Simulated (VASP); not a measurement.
Input of a VASP 6.6.1 run:

The input INCAR:

```
SYSTEM = Te
  ALGO = Normal
  EDIFF = 1E-6
  ENCUT = 520
  ISIF = 2
  ISMEAR = 1
  LASPH = .TRUE.
  LCHARG = .TRUE.
  LELF = .TRUE.
  LREAL = .FALSE.
  LVHAR = .TRUE.
  LWAVE = .FALSE.
  NBANDS = 16
  NELM = 100
  PREC = Accurate
  SIGMA = 0.6
```

KPOINTS

```
k-points
0
G
  9 9 6
  0 0 0
```

POSCAR

```
Te
1.0
    4.2966332825      0.0000000000      0.0000000000
   -2.1483166412      3.7209935734      0.0000000000
    0.0000000000      0.0000000000      5.9041060663
Te
3
Direct
    0.2855404168      1.0000000000      0.3333333333
    1.0000000000      0.2855404168      0.6666666667
    0.7144595832      0.7144595832      1.0000000000
```

Potentials or basis: VASP PAW LDA potentials, release 64 (Te).

Command:

```bash
$ cat potpaw_LDA.64/Te/POTCAR > POTCAR
$ mpirun -np 1 vasp_std > vasp.out
```

Question: What does it give for the largest force?

Answer: 0.021 eV/Å.

Question: What does it give for the pressure?

Answer: -0.1 GPa.

Question: Predict the band gap on the k mesh.

Answer: Zero (filled and empty bands touch).

Forces on the atoms (eV/Å):
```
Te   0.021  0.000  0.000
Te  -0.011  0.018  0.000
Te  -0.011 -0.018  0.000
```

Caveat: so wide a smearing shifts energies and pressures; spin-orbit coupling is left out, which moves the levels of the heavy elements.
